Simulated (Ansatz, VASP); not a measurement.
# Ir: VASP beside Ansatz

File INCAR:

```
SYSTEM = Ir
PREC = Accurate
ENCUT = 520
EDIFF = 1E-6
ISMEAR = -1
SIGMA = 0.1
LREAL = .False.
LASPH = .True.
NELM = 60
ALGO = Normal
ISIF = 2
LWAVE = .False.
LCHARG = .False.
GGA = PE
NBANDS = 10
```

File KPOINTS:

```
Automatic mesh
0
Gamma
  17 17 17
  0 0 0
```

POSCAR

```
Ir
1.0
    0.0000000000      1.9357497200      1.9357497200
    1.9357497200      0.0000000000      1.9357497200
    1.9357497200      1.9357497200      0.0000000000
Ir
1
Direct
    0.0000000000      0.0000000000      0.0000000000
```

Input for Ansatz:

```yaml
crystal:
  lattice:
    - [0.0, 1.93574972, 1.93574972]
    - [1.93574972, 0.0, 1.93574972]
    - [1.93574972, 1.93574972, 0.0]
  atoms:
    - { symbol: Ir, position: [0.0, 0.0, 0.0] }
kpoints:
  mp_grid: { grid: [17, 17, 17] }
scf:
  occupations: { method: fermi_dirac, width: 0.1 }
hamiltonian:
  xc: pbe
  pseudopotentials: { kind: nc }
output:
  forces: true
  stress: true
  eigenvalues: true
```

Change from the starting cell: volume scaled by 1, norm-conserving files.

Alike in both runs: task single point; functional PBE; k mesh 17 × 17 × 17; occupations fermi-dirac, width 0.1 eV; no spin polarisation.

|  | VASP | Ansatz |
| --- | --- | --- |
| version | VASP 6.6.1 | Ansatz 0.2.0 |
| potentials or method | VASP PAW PBE potentials, release 64 (Ir) | norm-conserving pseudopotentials, scalar-relativistic |
| plane-wave cutoff (eV) | 520 | 925 |
| valence electrons in the cell | 9 | 17 |

Ansatz gave:

| Property | Result |
| --- | --- |
| pressure (GPa) | 0.1 |

Task: Estimate VASP's values.

Result: Pressure (GPa): 0.5.

VASP's potentials hold 9 valence electrons a cell and Ansatz's 17, so a difference there can come from the potentials and not from the codes.

Spin-orbit coupling is off throughout.
